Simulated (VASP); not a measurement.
Runs of VASP 6.6.1 on MoS2. The structure is that of space group R3m (No. 160), or close to it. The cells are those of the table. 

```csv
task,cell,gap on the mesh (eV),pressure (GPa),largest force (eV/Å)
electric field gradients,"a = 6.303 Å, angles 28.7°, 3 atoms",0.61,8.8,1.63
electric field gradients,"a = 6.379 Å, angles 28.1°, 3 atoms",(b),8.6,1.34
single point,"a = 6.507 Å, angles 28.1°, 3 atoms",0.90,-1.8,0.22
electric field gradients,"a = 6.273 Å, angles 29.2°, 3 atoms",0.33,5.2,1.50
electric field gradients,"a = 6.474 Å, angles 28.7°, 3 atoms",0.64,(a),0.15
single point,"a = 6.515 Å, angles 28.7°, 3 atoms",0.64,-6.9,0.16
single point,"a = 6.400 Å, angles 29.2°, 3 atoms",0.38,-4.3,0.40
```

Alike in all rows: level LDA; potentials or basis VASP PAW LDA potentials, release 64 (Mo_sv, S); no spin polarisation; k mesh 15 × 15 × 15; cutoff (eV) 520; smearing fermi-dirac 0.05 eV.

Task: Estimate the missing entries.

Result: (a) -4.4; (b) 0.92.

Caveats: semilocal functionals underestimate gaps, and a narrow one can read as zero (at least some runs); forces of over 1 eV/Å act on the atoms, so gaps and moduli don't describe the material at rest (at least some runs); the stress differs along the axes, from 6 to 14 GPa (at least some runs); the cell stands under pressure (at least some runs); the stress differs along the axes, from 2 to 13 GPa (at least some runs); the stress differs along the axes, from -7 to -0 GPa (at least some runs); the stress differs along the axes, from -9 to -3 GPa (at least some runs).

A k mesh can miss the band edges, and the runs leave out spin-orbit coupling on Mo.
